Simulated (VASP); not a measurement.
# Y (P6_3/mmc) in VASP: notebook

Aim: see how the results for Y move with the level of theory and the settings. Levels: revPBE, BLYP, RPBE. Tasks: single point.

All numbers are computed with VASP 6.6.1; they aren't measurements. Logs are shortened: lines on timing, memory, paths and dates and some standing lists are left out, and cuts for length are marked.

**1. The cell of the first run**

Symmetry: P6_3/mmc, No. 194, hexagonal system. The conventional cell has a = 3.686 Å, b = 3.686 Å, c = 5.753 Å, α = 90.00°, β = 90.00°, γ = 120.00°. Within 4.7 Å of Y (site symmetry -6m2) lie 12 Y at 3.58 to 3.69 Å.

**2. Single point, revPBE**

INCAR reads:

```
PREC = Accurate
ENCUT = 520
EDIFF = 1E-7
ISMEAR = -1
SIGMA = 0.05
LREAL = F
LASPH = T
NELM = 60
ALGO = Normal
ISIF = 2
LWAVE = F
LCHARG = F
GGA = RE
NBANDS = 18
```

KPOINTS reads:

```
Automatic mesh
0
Gamma
  8 8 5
```

POSCAR reads:

```
Y
1.0
    3.6857112657      0.0000000000      0.0000000000
   -1.8428556329      3.1919195871      0.0000000000
    0.0000000000      0.0000000000      5.7529002984
Y
2
Direct
    0.6666666667      0.3333333333      0.7500000000
    0.3333333333      0.6666666667      0.2500000000
```

Potentials or basis: VASP PAW PBE potentials, release 64 (Y_sv).

Launch:

```bash
> cat potpaw_PBE.64/Y_sv/POTCAR > POTCAR
> mpirun -np 1 vasp_std > vasp.out
```

OUTCAR:

```text
PREC = Accurate
   ENCUT = 520
   EDIFF = 1E-7
   ISMEAR = -1
   LREAL = F
   LASPH = T
   NELM = 60
   ISIF = 2
   GGA = RE

 ion  position               nearest neighbor table
   1  0.667  0.333  0.750-   2 3.58   2 3.58   2 3.58   2 3.58   2 3.58   2 3.58
   2  0.333  0.667  0.250-   1 3.58   1 3.58   1 3.58   1 3.58   1 3.58   1 3.58

  LATTYP: Found a hexagonal cell.
 ALAT       =     3.6857112657
 C/A-ratio  =     1.5608657010

  Lattice vectors:

 A1 = (   3.6857112657,   0.0000000000,   0.0000000000)
 A2 = (  -1.8428556329,   3.1919195871,   0.0000000000)
 A3 = (   0.0000000000,   0.0000000000,   5.7529002984)

Analysis of symmetry for initial positions (statically):
=====================================================================
 Subroutine PRICEL returns:
 Original cell was already a primitive cell.

 Routine SETGRP: Setting up the symmetry group for a
 hexagonal supercell.

 Subroutine GETGRP returns: Found 24 space group operations
 (whereof 12 operations were pure point group operations)
 out of a pool of 24 trial point group operations.

The static configuration has the point symmetry D_3d.
 The point group associated with its full space group is D_6h.

Analysis of symmetry for dynamics (positions and initial velocities):
=====================================================================
 Subroutine PRICEL returns:
 Original cell was already a primitive cell.

 Routine SETGRP: Setting up the symmetry group for a
 hexagonal supercell.

 Subroutine GETGRP returns: Found 24 space group operations
 (whereof 12 operations were pure point group operations)
 out of a pool of 24 trial point group operations.

The dynamic configuration has the point symmetry D_3d.
 The point group associated with its full space group is D_6h.

 Subroutine INISYM returns: Found 24 space group operations
 (whereof 12 operations are pure point group operations),
 and found     1 'primitive' translations

----------------------------------------------------------------------------------------

                                     Primitive cell

  volume of cell :      67.6800

  direct lattice vectors                    reciprocal lattice vectors
     3.685711266  0.000000000  0.000000000     0.271318052  0.156645550  0.000000000
    -1.842855633  3.191919587  0.000000000     0.000000000  0.313291100  0.000000000
     0.000000000  0.000000000  5.752900298     0.000000000  0.000000000  0.173825366

  length of vectors
     3.685711266  3.685711266  5.752900298     0.313291100  0.313291100  0.173825366

  position of ions in fractional coordinates (direct lattice)
     0.666666667  0.333333333  0.750000000
     0.333333333  0.666666667  0.250000000

  ion indices of the primitive-cell ions
   primitive index   ion index
                 1           1
                 2           2

----------------------------------------------------------------------------------------

 KPOINTS: Automatic mesh

Automatic generation of k-mesh.
 Grid dimensions read from file:
 generate k-points for:    8    8    5

 Generating k-lattice:

  Cartesian coordinates                     Fractional coordinates (reciprocal lattice)
     0.033914756  0.019580694  0.000000000     0.125000000  0.000000000  0.000000000
     0.000000000  0.039161388  0.000000000     0.000000000  0.125000000  0.000000000
     0.000000000  0.000000000  0.034765073     0.000000000  0.000000000  0.200000000

  Length of vectors
     0.039161388  0.039161388  0.034765073

  Shift w.r.t. Gamma in fractional coordinates (k-lattice)
     0.000000000  0.000000000  0.000000000

 Subroutine IBZKPT returns following result:
 ===========================================

 Found     30 irreducible k-points:

 Following reciprocal coordinates:
            Coordinates               Weight
  0.000000  0.000000  0.000000      1.000000
  0.125000  0.000000  0.000000      6.000000
  0.250000  0.000000  0.000000      6.000000
  0.375000  0.000000  0.000000      6.000000
  0.500000  0.000000  0.000000      3.000000
  0.125000  0.125000  0.000000      6.000000
[... 16 lines left out ...]
  0.250000  0.000000  0.400000     12.000000
  0.375000  0.000000  0.400000     12.000000
 [... further k-points ...]
   k-points           NKPTS =     30   k-points in BZ     NKDIM =     30   number of bands    NBANDS=     18
   number of dos      NEDOS =    301   number of ions     NIONS =      2
   total plane-waves  NPLWV =  37632
   dimension x,y,z NGX =    28 NGY =   28 NGZ =   48
   dimension x,y,z NGXF=    56 NGYF=   56 NGZF=   96
   ions per type =               2
   NGX,Y,Z   is equivalent  to a cutoff of  12.63, 12.63, 13.87 a.u.
   NGXF,Y,Z  is equivalent  to a cutoff of  25.26, 25.26, 27.74 a.u.
 SYSTEM =  unknown system
   PREC   = accura    normal or accurate (medium, high low for compatibility)
   ISTART =      0    job   : 0-new  1-cont  2-samecut
   ICHARG =      2    charge: 1-file 2-atom 10-const
   ISPIN  =      1    spin polarized calculation?
   LNONCOLLINEAR =      F non collinear calculations
   LSORBIT =      F    spin-orbit coupling
   LASPH  =      T    aspherical Exc in radial PAW
   ENCUT  =  520.0 eV  38.22 Ry    6.18 a.u.   6.85  6.85 10.70*2*pi/ulx,y,z
   NELM   =     60;   NELMIN=  2; NELMDL= -5     # of ELM steps
   EDIFF  = 0.1E-06   stopping-criterion for ELM
   LREAL  =      F    real-space projection
   EDIFFG = 0.1E-05   stopping-criterion for IOM
   NSW    =      0    number of steps for IOM
   IBRION =     -1    ionic relax: 0-MD 1-quasi-New 2-CG
   NFREE  =      0    steps in history (QN), initial steepest desc. (CG)
   ISIF   =      2    stress and relaxation
   ISYM   =      2    0-nonsym 1-usesym 2-fastsym
   POTIM  = 0.5000    time-step for ionic-motion
   TEBEG  =    0.0;   TEEND  =   0.0 temperature during run
   PSTRESS=    0.0 pullay stress
   NELECT =      22.0000    total number of electrons
   NUPDOWN=      -1.0000    fix difference up-down
   EMIN   =  10.00;   EMAX   =-10.00  energy-range for DOS
   EFERMI =   0.00;   METHOD = LEGACY
   ISMEAR =    -1;   SIGMA  =   0.05  broadening in eV -4-tet -1-fermi 0-gaus
   EFERMI_NEDOS =   21; number of points for ismear=-14 and -15
   IALGO  =     38    algorithm
   IMIX   =      4    mixing-type and parameters
     AMIX     =   0.40;   BMIX     =  1.00
     AMIX_MAG =   1.60;   BMIX_MAG =  1.00
  volume/ion in A,a.u.               =      33.84       228.36
  Fermi-wavevector in a.u.,A,eV,Ry     =   1.125630  2.127132 17.239168  1.267043
  Thomas-Fermi vector in A             =   2.262308
   LORBIT       =      0    0 simple, 1 ext, 2 COOP (PROOUT), +10 PAW based schemes
   GGA     = RE    functional components
   LHFCALC =     F    Hartree Fock is set to
   AEXX    =    0.0000 exact exchange contribution
   IVDW    =     0    specifies the selected vdW correction
   LEPSILON=     F    determine dielectric tensor
   LRPA    =     F    only Hartree local field effects (RPA)
 non-spin polarized calculation
  energy-cutoff  :      520.00
  volume of cell :       67.68
 maximum number of plane-waves:      1838
 NGX is ok and might be reduce to    28
   NGX = 13   NGY = 13   NGZ = 21

 number of electron      22.0000001 magnetization

 Free energy of the ion-electron system (eV)
  ---------------------------------------------------
  ext. energy  EPLUGINS =         0.00000000
  ---------------------------------------------------
  free energy    TOTEN  =       -12.34921694 eV

  energy without entropy =      -12.30850405  energy(sigma->0) =      -12.32886049

 E-fermi :   2.9193     XC(G=0):  -9.2452

 val. band max:        2.9126214637   @ k =   0.2500   0.1250   0.0000
 cond. band min:       2.9194489099   @ k =   0.3750   0.0000   0.0000
 fundamental gap:      0.0068274462
 Fermi energy:         2.9192898688

 k-point     1 :       0.0000    0.0000    0.0000
  band No.  band energies     occupation
      1     -39.8668      2.00000
      2     -39.8017      2.00000
      3     -20.1054      2.00000
      4     -19.6810      2.00000
      5     -19.6810      2.00000
      6     -19.5983      2.00000
[... 10 lines left out ...]
     17       5.6404      0.00000
     18       5.6404      0.00000

 k-point     2 :       0.1250    0.0000    0.0000
  band No.  band energies     occupation
      1     -39.8603      2.00000
      2     -39.7996      2.00000
      3     -20.0809      2.00000
      4     -19.7287      2.00000
      5     -19.6973      2.00000
      6     -19.6483      2.00000
[... 10 lines left out ...]
     17       5.4176      0.00000
     18       5.5258      0.00000

 k-point     3 :       0.2500    0.0000    0.0000
  band No.  band energies     occupation
      1     -39.8437      2.00000
      2     -39.7952      2.00000
      3     -20.0147      2.00000
      4     -19.8448      2.00000
      5     -19.7639      2.00000
      6     -19.7347      2.00000
[... 10 lines left out ...]
     17       6.0907      0.00000
     18       6.2935      0.00000

 k-point     4 :       0.3750    0.0000    0.0000
  band No.  band energies     occupation
      1     -39.8249      2.00000
      2     -39.7931      2.00000
      3     -19.9616      2.00000
      4     -19.9299      2.00000
      5     -19.8731      2.00000
      6     -19.7702      2.00000
[... 10 lines left out ...]
     17       7.0974      0.00000
     18       7.3247      0.00000

 k-point     5 :       0.5000    0.0000    0.0000
  band No.  band energies     occupation
      1     -39.8153      2.00000
      2     -39.7939      2.00000
      3     -20.0099      2.00000
      4     -19.9168      2.00000
      5     -19.8797      2.00000
      6     -19.7845      2.00000
[... 10 lines left out ...]
     17       8.1194      0.00000
     18       8.2667      0.00000

 k-point     6 :       0.1250    0.1250    0.0000
  band No.  band energies     occupation
      1     -39.8487      2.00000
      2     -39.7963      2.00000
      3     -20.0354      2.00000
      4     -19.7945      2.00000
      5     -19.7665      2.00000
      6     -19.6942      2.00000
[... 10 lines left out ...]
     17       5.7045      0.00000
     18       6.1868      0.00000

 k-point     7 :       0.2500    0.1250    0.0000
  band No.  band energies     occupation
      1     -39.8308      2.00000
      2     -39.7933      2.00000
      3     -19.9583      2.00000
      4     -19.9018      2.00000
      5     -19.8511      2.00000
      6     -19.7542      2.00000
[... 10 lines left out ...]
     17       6.6444      0.00000
     18       7.2284      0.00000

 k-point     8 :       0.3750    0.1250    0.0000
  band No.  band energies     occupation
      1     -39.8154      2.00000
      2     -39.7939      2.00000
      3     -19.9844      2.00000
      4     -19.8975      2.00000
      5     -19.8806      2.00000
      6     -19.8025      2.00000
[... 10 lines left out ...]
     17       7.6075      0.00000
     18       8.1077      0.00000
[... 229 lines left out ...]
     17       7.2569      0.00000
     18       7.8113      0.00000

 k-point    20 :       0.3750    0.2500    0.2000
  band No.  band energies     occupation
      1     -39.8051      2.00000
      2     -39.7979      2.00000
      3     -19.9784      2.00000
      4     -19.9279      2.00000
      5     -19.8952      2.00000
      6     -19.7740      2.00000
[... 10 lines left out ...]
     17       7.3316      0.00000
     18       7.7883      0.00000

 k-point    21 :       0.0000    0.0000    0.4000
  band No.  band energies     occupation
      1     -39.8444      2.00000
      2     -39.8243      2.00000
      3     -19.9253      2.00000
      4     -19.7584      2.00000
      5     -19.6525      2.00000
      6     -19.6525      2.00000
[... 10 lines left out ...]
     17       6.7855      0.00000
     18       6.7856      0.00000

 k-point    22 :       0.1250    0.0000    0.4000
  band No.  band energies     occupation
      1     -39.8394      2.00000
      2     -39.8206      2.00000
      3     -19.9277      2.00000
      4     -19.7889      2.00000
      5     -19.6850      2.00000
      6     -19.6655      2.00000
[... 10 lines left out ...]
     17       6.6958      0.00000
     18       6.7675      0.00000

 k-point    23 :       0.2500    0.0000    0.4000
  band No.  band energies     occupation
      1     -39.8270      2.00000
      2     -39.8120      2.00000
      3     -19.9583      2.00000
      4     -19.8841      2.00000
      5     -19.7342      2.00000
      6     -19.6959      2.00000
[... 10 lines left out ...]
     17       6.7599      0.00000
     18       6.8747      0.00000

 k-point    24 :       0.3750    0.0000    0.4000
  band No.  band energies     occupation
      1     -39.8139      2.00000
      2     -39.8041      2.00000
      3     -20.0279      2.00000
      4     -19.9876      2.00000
      5     -19.7388      2.00000
      6     -19.7256      2.00000
[... 10 lines left out ...]
     17       7.3040      0.00000
     18       7.4052      0.00000

 [... further k-points ...]

------------------------ aborting loop because EDIFF is reached ----------------------------------------

  FORCE on cell =-STRESS in cart. coord.  units (eV):
  Direction    XX          YY          ZZ          XY          YZ          ZX
  --------------------------------------------------------------------------------------
  -------------------------------------------------------------------------------------
  Total       -0.0378429     -0.0378429     -0.0547078      0.0000000      0.0000000      0.0000000
  in kB       -0.8958482     -0.8958482     -1.2950888      0.0000000      0.0000000      0.0000000
  external PRESSURE =      -1.0289284 kB  Pullay stress =       0.0000000 kB

 VOLUME and BASIS-vectors are now :
 -----------------------------------------------------------------------------
  energy-cutoff  :      520.00
  volume of cell :       67.68
      direct lattice vectors                 reciprocal lattice vectors
     3.685711266  0.000000000  0.000000000     0.271318052  0.156645550  0.000000000
    -1.842855633  3.191919587  0.000000000     0.000000000  0.313291100  0.000000000
     0.000000000  0.000000000  5.752900298     0.000000000  0.000000000  0.173825366

 POSITION                                       TOTAL-FORCE (eV/Angst)
 -----------------------------------------------------------------------------------
      1.84286      1.06397      4.31468        -0.000000      0.000000      0.000000
     -0.00000      2.12795      1.43823         0.000000     -0.000000      0.000000
 -----------------------------------------------------------------------------------
    total drift:                               -0.000000      0.000000     -0.000000

  FREE ENERGIE OF THE ION-ELECTRON SYSTEM (eV)
  ---------------------------------------------------
  free  energy   TOTEN  =       -12.3492169371 eV

  energy  without entropy=      -12.3085040467  energy(sigma->0) =      -12.32886049
```

It took 29 s on 1 thread of Intel Xeon Platinum 8488C (Sapphire Rapids), shared host; peak memory 0.21 GiB.

What came out:

```
Free energy            : -12.3492 eV
Pressure               : -0.1 GPa
Band gap on the k mesh : zero (bands 11 and 12 overlap by 1.29 eV)
```

Levels at points of the mesh, in eV from the Fermi level:
```tsv
k point	band 8	band 9	band 10	band 11	band 12	band 13	band 14	band 15
(0.00, 0.00, 0.00)	-22.48	-4.62	-1.78	0.82	1.74	1.74	2.07	2.33
(0.50, 0.00, 0.00)	-22.57	-1.65	-1.12	-0.75	-0.16	1.38	1.46	2.05
```

Caveat: the PAW data sets were made with another functional, which shifts forces and pressure a little.

(Part 1 of 2 ends here.)

The gap in the log of VASP goes by the Fermi energy; the results here count the filled bands.